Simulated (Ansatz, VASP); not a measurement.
Al3Ni5: VASP beside Ansatz

```xyz
8
Lattice="3.2695 -3.7102 0.0000 3.2695 3.7102 0.0000 0.0000 0.0000 3.7345" Properties=species:S:1:pos:R:3 pbc="T T T"
Al    3.2695    0.0000    0.0000
Al    3.2695   -2.0713    1.8672
Al    3.2695    2.0713    1.8672
Ni    0.0000    0.0000    0.0000
Ni    1.6348    1.8551    0.0000
Ni    1.6348   -1.8551    0.0000
Ni    1.8070    0.0000    1.8672
Ni    4.7320    0.0000    1.8672
```

Alike in both runs: task electric field gradients; functional PBEsol; k mesh 8 × 8 × 10; occupations fermi-dirac, width 0.15 eV; no spin polarisation.

|  | VASP | Ansatz |
| --- | --- | --- |
| version | VASP 6.6.1 | Ansatz 0.2.0 |
| potentials or method | VASP PAW PBE potentials, release 64 (Al, Ni), cutoff 520 eV | scalar-relativistic, plane waves, PAW |
| valence electrons in the cell | 59 | 99 |

```csv
,VASP,Ansatz,Ansatz less VASP
gap on the k mesh at the Fermi level (eV),none,none,-
pressure (GPa),0.2,0.0,-0.18
"traceless stress, the component that is largest in VASP (GPa)",-0.16,-0.01,+0.153
size of Vzz on the site where it differs most (V/Å²),26.6,34.5,+7.90
```

VASP's potentials were made for PBE, not for PBEsol. A gap of «none» marks a metal or a gap that the smearing closes. VASP's potentials hold 59 valence electrons a cell and Ansatz's 99, so a difference there can come from the potentials and not from the codes.
